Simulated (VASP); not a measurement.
# CuO (F-43m) in VASP: a series of runs

CuO is run at these levels: PBEsol, BLYP, LDA, PBE; tasks: single point.

Program: VASP 6.6.1. These are calculated values, not measurements. Logs are shortened: lines on timing, memory, paths and dates and some standing lists are left out, and cuts for length are marked.

### 1 The cell of the first run

Symmetry: F-43m, No. 216, cubic system. The conventional cell has a = 4.685 Å, b = 4.685 Å, c = 4.685 Å, α = 90.00°, β = 90.00°, γ = 90.00°. Cu (site symmetry -43m) has 4 O at 2.03 Å within 2.7 Å. O (site symmetry -43m) has 4 Cu at 2.03 Å within 2.7 Å.

### 2 Single point, PBEsol

Contents of INCAR:

```
ALGO = Normal ; EDIFF = 1E-6
ENCUT = 520 ; GGA = PS
ISIF = 2 ; ISMEAR = -1
LASPH = True ; LCHARG = False
LREAL = False ; LWAVE = False
NBANDS = 16 ; NELM = 80
PREC = Accurate ; SIGMA = 0.05
```

Contents of KPOINTS:

```
k-points
0
Gamma
  10 10 10
```

Contents of POSCAR:

```
CuO
1.0
    0.0000000000      2.3426654489      2.3426654489
    2.3426654489      0.0000000000      2.3426654489
    2.3426654489      2.3426654489      0.0000000000
Cu O
1 1
Direct
    0.0000000000      0.0000000000      0.0000000000
    0.2500000000      0.2500000000      0.2500000000
```

Potentials or basis: VASP PAW PBE potentials, release 64 (Cu, O).

Started as:

```bash
cat potpaw_PBE.64/Cu/POTCAR potpaw_PBE.64/O/POTCAR > POTCAR
mpirun -np 1 vasp_std > vasp.out
```

OUTCAR:

```text
EDIFF = 1E-6
   ENCUT = 520
   GGA = PS
   ISIF = 2
   ISMEAR = -1
   LASPH = True
   LREAL = False
   NELM = 80
   PREC = Accurate

 ion  position               nearest neighbor table
   1  0.000  0.000  0.000-   2 2.03   2 2.03   2 2.03   2 2.03
   2  0.250  0.250  0.250-   1 2.03   1 2.03   1 2.03   1 2.03

  LATTYP: Found a face centered cubic cell.
 ALAT       =     4.6853308978

  Lattice vectors:

 A1 = (   0.0000000000,   2.3426654489,   2.3426654489)
 A2 = (   2.3426654489,   0.0000000000,   2.3426654489)
 A3 = (   2.3426654489,   2.3426654489,   0.0000000000)

Analysis of symmetry for initial positions (statically):
=====================================================================
 Subroutine PRICEL returns:
 Original cell was already a primitive cell.

 Routine SETGRP: Setting up the symmetry group for a
 face centered cubic supercell.

 Subroutine GETGRP returns: Found 24 space group operations
 (whereof 24 operations were pure point group operations)
 out of a pool of 48 trial point group operations.

The static configuration has the point symmetry T_d .

Analysis of symmetry for dynamics (positions and initial velocities):
=====================================================================
 Subroutine PRICEL returns:
 Original cell was already a primitive cell.

 Routine SETGRP: Setting up the symmetry group for a
 face centered cubic supercell.

 Subroutine GETGRP returns: Found 24 space group operations
 (whereof 24 operations were pure point group operations)
 out of a pool of 48 trial point group operations.

The dynamic configuration has the point symmetry T_d .

 Subroutine INISYM returns: Found 24 space group operations
 (whereof 24 operations are pure point group operations),
 and found     1 'primitive' translations

----------------------------------------------------------------------------------------

                                     Primitive cell

  volume of cell :      25.7135

  direct lattice vectors                    reciprocal lattice vectors
     0.000000000  2.342665449  2.342665449    -0.213432097  0.213432097  0.213432097
     2.342665449  0.000000000  2.342665449     0.213432097 -0.213432097  0.213432097
     2.342665449  2.342665449  0.000000000     0.213432097  0.213432097 -0.213432097

  length of vectors
     3.313029250  3.313029250  3.313029250     0.369675236  0.369675236  0.369675236

  position of ions in fractional coordinates (direct lattice)
     0.000000000  0.000000000  0.000000000
     0.250000000  0.250000000  0.250000000

  ion indices of the primitive-cell ions
   primitive index   ion index
                 1           1
                 2           2

----------------------------------------------------------------------------------------

 KPOINTS: k-points

Automatic generation of k-mesh.
 Grid dimensions read from file:
 generate k-points for:   10   10   10

 Generating k-lattice:

  Cartesian coordinates                     Fractional coordinates (reciprocal lattice)
    -0.021343210  0.021343210  0.021343210     0.100000000  0.000000000  0.000000000
     0.021343210 -0.021343210  0.021343210     0.000000000  0.100000000  0.000000000
     0.021343210  0.021343210 -0.021343210     0.000000000  0.000000000  0.100000000

  Length of vectors
     0.036967524  0.036967524  0.036967524

  Shift w.r.t. Gamma in fractional coordinates (k-lattice)
     0.000000000  0.000000000  0.000000000

 Subroutine IBZKPT returns following result:
 ===========================================

 Found     47 irreducible k-points:

 Following reciprocal coordinates:
            Coordinates               Weight
  0.000000  0.000000  0.000000      1.000000
  0.100000  0.000000  0.000000      8.000000
  0.200000  0.000000  0.000000      8.000000
  0.300000  0.000000  0.000000      8.000000
  0.400000  0.000000  0.000000      8.000000
  0.500000  0.000000  0.000000      4.000000
[... 16 lines left out ...]
  0.300000  0.300000  0.000000      6.000000
  0.400000  0.300000  0.000000     24.000000
 [... further k-points ...]
   k-points           NKPTS =     47   k-points in BZ     NKDIM =     47   number of bands    NBANDS=     16
   number of dos      NEDOS =    301   number of ions     NIONS =      2
   total plane-waves  NPLWV =  21952
   dimension x,y,z NGX =    28 NGY =   28 NGZ =   28
   dimension x,y,z NGXF=    56 NGYF=   56 NGZF=   56
   ions per type =               1   1
   NGX,Y,Z   is equivalent  to a cutoff of  14.05, 14.05, 14.05 a.u.
   NGXF,Y,Z  is equivalent  to a cutoff of  28.10, 28.10, 28.10 a.u.
 SYSTEM =  unknown system
   PREC   = accura    normal or accurate (medium, high low for compatibility)
   ISTART =      0    job   : 0-new  1-cont  2-samecut
   ICHARG =      2    charge: 1-file 2-atom 10-const
   ISPIN  =      1    spin polarized calculation?
   LNONCOLLINEAR =      F non collinear calculations
   LSORBIT =      F    spin-orbit coupling
   LASPH  =      T    aspherical Exc in radial PAW
   ENCUT  =  520.0 eV  38.22 Ry    6.18 a.u.   6.16  6.16  6.16*2*pi/ulx,y,z
   NELM   =     80;   NELMIN=  2; NELMDL= -5     # of ELM steps
   EDIFF  = 0.1E-05   stopping-criterion for ELM
   LREAL  =      F    real-space projection
   EDIFFG = 0.1E-04   stopping-criterion for IOM
   NSW    =      0    number of steps for IOM
   IBRION =     -1    ionic relax: 0-MD 1-quasi-New 2-CG
   NFREE  =      0    steps in history (QN), initial steepest desc. (CG)
   ISIF   =      2    stress and relaxation
   ISYM   =      2    0-nonsym 1-usesym 2-fastsym
   POTIM  = 0.5000    time-step for ionic-motion
   TEBEG  =    0.0;   TEEND  =   0.0 temperature during run
   PSTRESS=    0.0 pullay stress
   NELECT =      17.0000    total number of electrons
   NUPDOWN=      -1.0000    fix difference up-down
   EMIN   =  10.00;   EMAX   =-10.00  energy-range for DOS
   EFERMI =   0.00;   METHOD = LEGACY
   ISMEAR =    -1;   SIGMA  =   0.05  broadening in eV -4-tet -1-fermi 0-gaus
   EFERMI_NEDOS =   21; number of points for ismear=-14 and -15
   IALGO  =     38    algorithm
   IMIX   =      4    mixing-type and parameters
     AMIX     =   0.40;   BMIX     =  1.00
     AMIX_MAG =   1.60;   BMIX_MAG =  1.00
  volume/ion in A,a.u.               =      12.86        86.76
  Fermi-wavevector in a.u.,A,eV,Ry     =   1.426169  2.695068 27.673663  2.033957
  Thomas-Fermi vector in A             =   2.546474
   LORBIT       =      0    0 simple, 1 ext, 2 COOP (PROOUT), +10 PAW based schemes
   GGA     = PS    functional components
   LHFCALC =     F    Hartree Fock is set to
   AEXX    =    0.0000 exact exchange contribution
   IVDW    =     0    specifies the selected vdW correction
   LEPSILON=     F    determine dielectric tensor
   LRPA    =     F    only Hartree local field effects (RPA)
 non-spin polarized calculation
  energy-cutoff  :      520.00
  volume of cell :       25.71
 maximum number of plane-waves:       701
 NGX is ok and might be reduce to    28
   NGX = 13   NGY = 13   NGZ = 13

 number of electron      16.9999999 magnetization

 Free energy of the ion-electron system (eV)
  ---------------------------------------------------
  ext. energy  EPLUGINS =         0.00000000
  ---------------------------------------------------
  free energy    TOTEN  =       -10.21281160 eV

  energy without entropy =      -10.18907521  energy(sigma->0) =      -10.20094340

 E-fermi :   2.6952     XC(G=0): -10.7496

 val. band max:        2.6898902074   @ k =   0.3000   0.2000   0.0000
 cond. band min:       2.6953050404   @ k =   0.5000   0.0000   0.0000
 fundamental gap:      0.0054148329
 Fermi energy:         2.6951887246

 k-point     1 :       0.0000    0.0000    0.0000
  band No.  band energies     occupation
      1     -15.3638      2.00000
      2      -1.5678      2.00000
      3      -1.5678      2.00000
      4      -1.5678      2.00000
      5       0.9122      2.00000
      6       0.9122      2.00000
[... 8 lines left out ...]
     15      22.7605      0.00000
     16      22.7605      0.00000

 k-point     2 :       0.1000    0.0000    0.0000
  band No.  band energies     occupation
      1     -15.3153      2.00000
      2      -1.7158      2.00000
      3      -1.5410      2.00000
      4      -1.5410      2.00000
      5       0.9038      2.00000
      6       0.9038      2.00000
[... 8 lines left out ...]
     15      22.0470      0.00000
     16      22.0470      0.00000

 k-point     3 :       0.2000    0.0000    0.0000
  band No.  band energies     occupation
      1     -15.1863      2.00000
      2      -2.0362      2.00000
      3      -1.4735      2.00000
      4      -1.4735      2.00000
      5       0.8947      2.00000
      6       0.8947      2.00000
[... 8 lines left out ...]
     15      21.4707      0.00000
     16      21.4707      0.00000

 k-point     4 :       0.3000    0.0000    0.0000
  band No.  band energies     occupation
      1     -15.0223      2.00000
      2      -2.3338      2.00000
      3      -1.3968      2.00000
      4      -1.3968      2.00000
      5       0.9157      2.00000
      6       0.9157      2.00000
[... 8 lines left out ...]
     15      21.7292      0.00000
     16      21.7292      0.00000

 k-point     5 :       0.4000    0.0000    0.0000
  band No.  band energies     occupation
      1     -14.8855      2.00000
      2      -2.5119      2.00000
      3      -1.3422      2.00000
      4      -1.3422      2.00000
      5       0.9692      2.00000
      6       0.9692      2.00000
[... 8 lines left out ...]
     15      22.5240      0.00000
     16      22.5240      0.00000

 k-point     6 :       0.5000    0.0000    0.0000
  band No.  band energies     occupation
      1     -14.8325      2.00000
      2      -2.5662      2.00000
      3      -1.3234      2.00000
      4      -1.3234      2.00000
      5       1.0015      2.00000
      6       1.0015      2.00000
[... 8 lines left out ...]
     15      23.0024      0.00000
     16      23.0024      0.00000

 k-point     7 :       0.1000    0.1000    0.0000
  band No.  band energies     occupation
      1     -15.2993      2.00000
      2      -1.7638      2.00000
      3      -1.5290      2.00000
      4      -1.5290      2.00000
      5       0.8691      2.00000
      6       0.9299      2.00000
[... 8 lines left out ...]
     15      23.5588      0.00000
     16      23.5588      0.00000

 k-point     8 :       0.2000    0.1000    0.0000
  band No.  band energies     occupation
      1     -15.1973      2.00000
      2      -2.0073      2.00000
      3      -1.4782      2.00000
      4      -1.4693      2.00000
      5       0.8315      2.00000
      6       0.9431      2.00000
[... 8 lines left out ...]
     15      22.8417      0.00000
     16      23.3139      0.00000

 k-point     9 :       0.3000    0.1000    0.0000
  band No.  band energies     occupation
      1     -15.0453      2.00000
      2      -2.2671      2.00000
      3      -1.4234      2.00000
      4      -1.3896      2.00000
      5       0.8296      2.00000
      6       0.9642      2.00000
[... 8 lines left out ...]
     15      22.1020      0.00000
     16      23.1428      0.00000
[... 172 lines left out ...]
 k-point    19 :       0.5000    0.2000    0.0000
  band No.  band energies     occupation
      1     -14.7800      2.00000
      2      -2.3348      2.00000
      3      -1.4538      2.00000
      4      -1.2100      2.00000
      5       0.8487      2.00000
      6       1.0141      2.00000
[... 8 lines left out ...]
     15      24.4192      0.00000
     16      24.4202      0.00000

 k-point    20 :      -0.4000    0.2000    0.0000
  band No.  band energies     occupation
      1     -14.7683      2.00000
      2      -2.2348      2.00000
      3      -1.5667      2.00000
      4      -1.2176      2.00000
      5       0.8369      2.00000
      6       0.9390      2.00000
[... 8 lines left out ...]
     15      23.1092      0.00000
     16      24.4247      0.00000

 k-point    21 :      -0.3000    0.2000    0.0000
  band No.  band energies     occupation
      1     -14.8410      2.00000
      2      -2.2386      2.00000
      3      -1.5680      2.00000
      4      -1.2677      2.00000
      5       0.8556      2.00000
      6       0.9750      2.00000
[... 8 lines left out ...]
     15      21.4922      0.00000
     16      24.6178      0.00000

 k-point    22 :      -0.2000    0.2000    0.0000
  band No.  band energies     occupation
      1     -14.9681      2.00000
      2      -2.2529      2.00000
      3      -1.4982      2.00000
      4      -1.3459      2.00000
      5       0.8214      2.00000
      6       0.9909      2.00000
[... 8 lines left out ...]
     15      21.2571      0.00000
     16      24.6679      0.00000

 k-point    23 :       0.3000    0.3000    0.0000
  band No.  band energies     occupation
      1     -14.9155      2.00000
      2      -2.4753      2.00000
      3      -1.2304      2.00000
      4      -1.2304      2.00000
      5       0.6607      2.00000
      6       1.0345      2.00000
[... 8 lines left out ...]
     15      24.6640      0.00000
     16      26.3397      0.00000

 k-point    24 :       0.4000    0.3000    0.0000
  band No.  band energies     occupation
      1     -14.8103      2.00000
      2      -2.5229      2.00000
      3      -1.1832      2.00000
      4      -1.1388      2.00000
      5       0.6774      2.00000
      6       1.0559      2.00000
[... 8 lines left out ...]
     15      24.4603      0.00000
     16      26.4207      0.00000

 [... further k-points ...]
[... 5 lines left out ...]
  --------------------------------------------------------------------------------------
  -------------------------------------------------------------------------------------
  Total       -2.6722415     -2.6722415     -2.6722415     -0.0000000     -0.0000000      0.0000000
  in kB     -166.5043063   -166.5043063   -166.5043063     -0.0000000     -0.0000000      0.0000000
  external PRESSURE =    -166.5043063 kB  Pullay stress =       0.0000000 kB

 VOLUME and BASIS-vectors are now :
 -----------------------------------------------------------------------------
  energy-cutoff  :      520.00
  volume of cell :       25.71
      direct lattice vectors                 reciprocal lattice vectors
     0.000000000  2.342665449  2.342665449    -0.213432097  0.213432097  0.213432097
     2.342665449  0.000000000  2.342665449     0.213432097 -0.213432097  0.213432097
     2.342665449  2.342665449  0.000000000     0.213432097  0.213432097 -0.213432097

 POSITION                                       TOTAL-FORCE (eV/Angst)
 -----------------------------------------------------------------------------------
      0.00000      0.00000      0.00000         0.000000     -0.000000      0.000000
      1.17133      1.17133      1.17133        -0.000000      0.000000     -0.000000
 -----------------------------------------------------------------------------------
    total drift:                                0.000000      0.000000      0.000000

  FREE ENERGIE OF THE ION-ELECTRON SYSTEM (eV)
  ---------------------------------------------------
  free  energy   TOTEN  =       -10.2128115981 eV

  energy  without entropy=      -10.1890752057  energy(sigma->0) =      -10.20094340
```

It took 60 s on 1 thread of AMD EPYC, shared host; peak memory 0.13 GiB.

Results:

| Item | Value |
| --- | --- |
| Free energy | -10.2128 eV |
| Pressure | -16.7 GPa |

Caveat: the PAW data sets were made with another functional, which shifts forces and pressure a little; an odd number of electrons without spin polarisation forces a metal; a magnetic or distorted state may lie lower; semilocal functionals often make such compounds metallic where correlation or magnetic order opens a gap, which also shifts bond lengths.

(Continued in part 2 of 3.)
